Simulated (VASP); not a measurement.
# RbP2N2 in VASP: a series of runs

Runs on RbP2N2. Level: PBE. Tasks: single point.

Program: VASP 6.6.1. These are calculated values, not measurements. Logs are shortened: lines on timing, memory, paths and dates and some standing lists are left out, and cuts for length are marked.

### 1 The cell of the first run

The typed cell holds 5 atoms: a = 4.360 Å, b = 4.369 Å, c = 6.085 Å, α = 95.89°, β = 96.08°, γ = 104.69°.

### 2 Single point, PBE

INCAR reads:

```
  PREC = Accurate
  ENCUT = 520
  EDIFF = 1E-6
  ISMEAR = 0
  SIGMA = 0.1
  LREAL = False
  LASPH = True
  NELM = 100
  ALGO = Normal
  ISIF = 2
  LWAVE = False
  LCHARG = True
  GGA = PE
  LELF = True
  LVHAR = True
  NBANDS = 22
```

KPOINTS reads:

```
Automatic mesh
0
Gamma
  6 4 4
```

POSCAR reads:

```
RbP2N2
1.0
    4.3408557221     -0.4098300670      0.0534135307
   -0.7070987559      4.3104905832      0.0835335544
   -0.8039243031     -0.8804298415      5.9669346825
Rb P N
1 2 2
Direct
    0.7684183818      0.1270414524      0.5694515500
    0.1679721285     -0.0774617338      0.0671347119
    0.5651658684      0.5248440844      0.0671216210
    0.3360424047      0.1939578060     -0.0882584983
    0.8362588566      0.6937090410     -0.0884348547
```

Potentials or basis: VASP PAW PBE potentials, release 64 (Rb_sv, P, N).

Command:

```sh
$ cat potpaw_PBE.64/Rb_sv/POTCAR potpaw_PBE.64/P/POTCAR potpaw_PBE.64/N/POTCAR > POTCAR
$ mpirun -np 1 vasp_std > vasp.out
```

OUTCAR:

```text
PREC = Accurate
   ENCUT = 520
   EDIFF = 1E-6
   ISMEAR = 0
   LREAL = False
   LASPH = True
   NELM = 100
   ISIF = 2
   GGA = PE

 ion  position               nearest neighbor table
   1  0.768  0.127  0.569-   4 2.99   4 2.99   5 2.99   5 3.00   2 3.64   3 3.64   2 3.68   3 3.69
                             3 3.80   2 3.81   2 4.23   3 4.23   3 4.23   2 4.24
   2  0.168  0.923  0.067-   5 1.66   4 1.67   3 2.75   3 2.76   3 2.76   1 3.64   1 3.68   1 3.81
                             1 4.23   1 4.24
   3  0.565  0.525  0.067-   4 1.66   5 1.67   2 2.75   2 2.76   2 2.76   1 3.64   1 3.69   1 3.80
                             1 4.23   1 4.23
   4  0.336  0.194  0.912-   3 1.66   2 1.67   1 2.99   1 2.99
   5  0.836  0.694  0.912-   2 1.66   3 1.67   1 2.99   1 3.00

  LATTYP: Found a triclinic cell.
 ALAT       =     7.1006511745
 B/A-ratio  =     1.1050563378
 C/A-ratio  =     1.5972171310
 COS(alpha) =     0.0018615813
 COS(beta)  =     0.6395526800
 COS(gamma) =     0.7497884498

  Lattice vectors:

 A1 = (  -3.5369314190,   1.2902599085,  -6.0203482132)
 A2 = (   0.0968255472,   5.1909204247,  -5.8834011281)
 A3 = (  -6.4635896293,  -6.9208911909,  -6.2408288527)

Analysis of symmetry for initial positions (statically):
=====================================================================
 Subroutine PRICEL returns:
 Original cell was already a primitive cell.

 Routine SETGRP: Setting up the symmetry group for a
 triclinic supercell.

 Subroutine GETGRP returns: Found  1 space group operations
 (whereof  1 operations were pure point group operations)
 out of a pool of  2 trial point group operations.

The static configuration has the point symmetry C_1 .

Analysis of symmetry for dynamics (positions and initial velocities):
=====================================================================
 Subroutine PRICEL returns:
 Original cell was already a primitive cell.

 Routine SETGRP: Setting up the symmetry group for a
 triclinic supercell.

 Subroutine GETGRP returns: Found  1 space group operations
 (whereof  1 operations were pure point group operations)
 out of a pool of  2 trial point group operations.

The dynamic configuration has the point symmetry C_1 .

 Subroutine INISYM returns: Found  1 space group operations
 (whereof  1 operations are pure point group operations),
 and found     1 'primitive' translations

----------------------------------------------------------------------------------------

                                     Primitive cell

  volume of cell :     110.4846

[... 97 lines left out ...]
   NSW    =      0    number of steps for IOM
   IBRION =     -1    ionic relax: 0-MD 1-quasi-New 2-CG
   NFREE  =      0    steps in history (QN), initial steepest desc. (CG)
   ISIF   =      2    stress and relaxation
   ISYM   =      2    0-nonsym 1-usesym 2-fastsym
   POTIM  = 0.5000    time-step for ionic-motion
   TEBEG  =    0.0;   TEEND  =   0.0 temperature during run
   PSTRESS=    0.0 pullay stress
   NELECT =      29.0000    total number of electrons
   NUPDOWN=      -1.0000    fix difference up-down
   EMIN   =  10.00;   EMAX   =-10.00  energy-range for DOS
   EFERMI =   0.00;   METHOD = LEGACY
   ISMEAR =     0;   SIGMA  =   0.10  broadening in eV -4-tet -1-fermi 0-gaus
   EFERMI_NEDOS =   21; number of points for ismear=-14 and -15
   IALGO  =     38    algorithm
   IMIX   =      4    mixing-type and parameters
     AMIX     =   0.40;   BMIX     =  1.00
     AMIX_MAG =   1.60;   BMIX_MAG =  1.00
  volume/ion in A,a.u.               =      22.10       149.12
  Fermi-wavevector in a.u.,A,eV,Ry     =   1.048191  1.980793 14.948771  1.098704
  Thomas-Fermi vector in A             =   2.183102
   LORBIT       =      0    0 simple, 1 ext, 2 COOP (PROOUT), +10 PAW based schemes
   GGA     = PE    functional components
   LHFCALC =     F    Hartree Fock is set to
   AEXX    =    0.0000 exact exchange contribution
   IVDW    =     0    specifies the selected vdW correction
   LEPSILON=     F    determine dielectric tensor
   LRPA    =     F    only Hartree local field effects (RPA)
 non-spin polarized calculation
 Gauss-broadening in eV      SIGMA  =   0.10
  energy-cutoff  :      520.00
  volume of cell :      110.48
 maximum number of plane-waves:      2990
   NGX = 17   NGY = 17   NGZ = 23

 number of electron      29.0000001 magnetization

 Free energy of the ion-electron system (eV)
  ---------------------------------------------------
  ext. energy  EPLUGINS =         0.00000000
  ---------------------------------------------------
  free energy    TOTEN  =       -29.77783844 eV

  energy without entropy =      -29.77025268  energy(sigma->0) =      -29.77404556

 E-fermi :   2.4990     XC(G=0):  -8.1435

 val. band max:        2.4905900045   @ k =  -0.3333   0.2500   0.5000
 cond. band min:       2.9150599725   @ k =   0.3333   0.2500   0.5000
 fundamental gap:      0.4244699680
 Fermi energy:         2.4990029677

 k-point     1 :       0.0000    0.0000    0.0000
  band No.  band energies     occupation
      1     -24.3139      2.00000
      2     -15.9061      2.00000
      3     -13.1918      2.00000
      4      -8.9742      2.00000
      5      -8.5641      2.00000
      6      -8.4066      2.00000
[... 589 lines left out ...]
     21       8.7686      0.00000
     22       9.1112      0.00000

 [... further k-points ...]

------------------------ aborting loop because EDIFF is reached ----------------------------------------

  FORCE on cell =-STRESS in cart. coord.  units (eV):
  Direction    XX          YY          ZZ          XY          YZ          ZX
  --------------------------------------------------------------------------------------
  -------------------------------------------------------------------------------------
  Total       -0.0842822     -0.2001173     -0.2540751     -0.2196224     -0.0002668      0.0125680
  in kB       -1.2222068     -2.9019749     -3.6844367     -3.1848247     -0.0038686      0.1822529
  external PRESSURE =      -2.6028728 kB  Pullay stress =       0.0000000 kB

 VOLUME and BASIS-vectors are now :
 -----------------------------------------------------------------------------
  energy-cutoff  :      520.00
  volume of cell :      110.48
      direct lattice vectors                 reciprocal lattice vectors
     4.340855722 -0.409830067  0.053413531     0.233462107  0.037580427  0.036999364
    -0.707098756  4.310490583  0.083533554     0.021708030  0.234825028  0.037573492
    -0.803924303 -0.880429842  5.966934682    -0.002393756 -0.003623816  0.166733028

 POSITION                                       TOTAL-FORCE (eV/Angst)
 -----------------------------------------------------------------------------------
      2.78797     -0.26867      3.44954        -0.000656     -0.001249      0.004558
      0.02285      3.84865      0.48662        -0.043979      0.038262     -0.131120
      2.02823      1.97162      0.47454         0.054740     -0.021438     -0.136001
      0.58859     -0.10439      5.47445         0.001447     -0.009421      0.135609
      2.40673      1.84493      5.54187        -0.011552     -0.006155      0.126954
 -----------------------------------------------------------------------------------
    total drift:                                0.000092      0.000082      0.000953

  FREE ENERGIE OF THE ION-ELECTRON SYSTEM (eV)
  ---------------------------------------------------
  free  energy   TOTEN  =       -29.7778384439 eV

  energy  without entropy=      -29.7702526833  energy(sigma->0) =      -29.77404556
```

Wall time 39 s (1 thread of Intel Xeon 6975P-C (Granite Rapids), shared host); peak memory 0.28 GiB.

What came out:

* Free energy: -29.7778 eV
* Pressure: -0.3 GPa
* Largest force: 0.148 eV/Å
* Band gap on the k mesh: zero (an odd number of electrons rules out a gap without spin polarisation)

Forces on the atoms (eV/Å):
```
Rb  -0.001 -0.001  0.005
P   -0.044  0.038 -0.131
P    0.055 -0.021 -0.136
N    0.001 -0.009  0.136
N   -0.012 -0.006  0.127
```

Levels at points of the mesh, in eV from the Fermi level:
| k point | band 11 | band 12 | band 13 | band 14 | band 15 | band 16 | band 17 | band 18 | band 19 | band 20 |
| --- | --- | --- | --- | --- | --- | --- | --- | --- | --- | --- |
| (0.00, 0.00, 0.00) | -3.96 | -3.87 | -2.50 | -2.47 | -1.64 | 3.19 | 3.73 | 3.89 | 4.21 | 5.20 |
| (0.50, 0.00, 0.00) | -4.83 | -3.95 | -1.92 | -1.43 | 0.59 | 2.66 | 3.81 | 4.30 | 4.72 | 5.20 |
| (0.00, 0.50, 0.00) | -4.83 | -3.93 | -1.92 | -1.44 | 0.58 | 2.67 | 3.80 | 4.30 | 4.71 | 5.19 |
| (0.50, 0.50, 0.00) | -4.16 | -3.72 | -1.54 | -1.18 | 1.02 | 2.09 | 2.73 | 3.81 | 4.74 | 4.92 |
| (0.00, 0.00, 0.50) | -3.98 | -3.81 | -2.51 | -2.47 | -0.93 | 2.41 | 3.82 | 4.35 | 4.39 | 5.33 |
| (0.50, 0.00, 0.50) | -4.85 | -3.87 | -1.99 | -1.15 | 0.62 | 2.57 | 4.02 | 4.32 | 4.62 | 4.91 |
| (0.00, 0.50, 0.50) | -4.85 | -3.85 | -1.99 | -1.15 | 0.61 | 2.58 | 4.01 | 4.31 | 4.62 | 4.92 |
| (0.50, 0.50, 0.50) | -4.13 | -3.77 | -1.54 | -1.35 | 0.60 | 2.02 | 2.67 | 3.86 | 4.87 | 5.53 |

Caveat: the k points lie up to 0.38 Å⁻¹ apart, too coarse for converged energies and pressures of a metal.

(Part 1 of 2 ends here.)

The gap in the log of VASP goes by the Fermi energy; the results here count the filled bands.